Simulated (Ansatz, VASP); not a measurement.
# SiO2 in VASP and in Ansatz

```
Si O
1.0
    -2.47196    2.47196    3.65784
     2.47196   -2.47196    3.65784
     2.47196    2.47196   -3.65784
Si O
2 4
Direct
  0.00000 0.00000 0.00000
  0.75000 0.25000 0.50000
  0.97336 0.62500 0.84836
  0.37500 0.22336 0.34836
  0.77664 0.12500 0.15164
  0.87500 0.02664 0.65164
```

Alike in both runs: task single point; functional PBE; k mesh 8 × 8 × 8; occupations fermi-dirac, width 0.02 eV; no spin polarisation.

|  | VASP | Ansatz |
| --- | --- | --- |
| version | VASP 6.6.1 | Ansatz 0.2.0 |
| potentials or method | VASP PAW PBE potentials, release 64 (Si, O) | plane waves, PAW |
| plane-wave cutoff (eV) | 520 | 420 |
| valence electrons in the cell | 32 | 32 |

|  | VASP | Ansatz | Ansatz less VASP |
| --- | --- | --- | --- |
| gap on the k mesh at the Fermi level (eV) | 5.94 | 5.94 | 0.000 |
| pressure (GPa) | 4.6 | 4.5 | -0.13 |
| traceless stress, the component that is largest in VASP (GPa) | -0.10 | -0.13 | -0.032 |
| rms of the force components (eV/Å) | 0.126 | 0.127 | +0.0009 |

Atom by atom the forces differ by 0.001 eV/Å (rms over components). With one functional, cell and mesh, what is left measures potentials, basis and numerics.
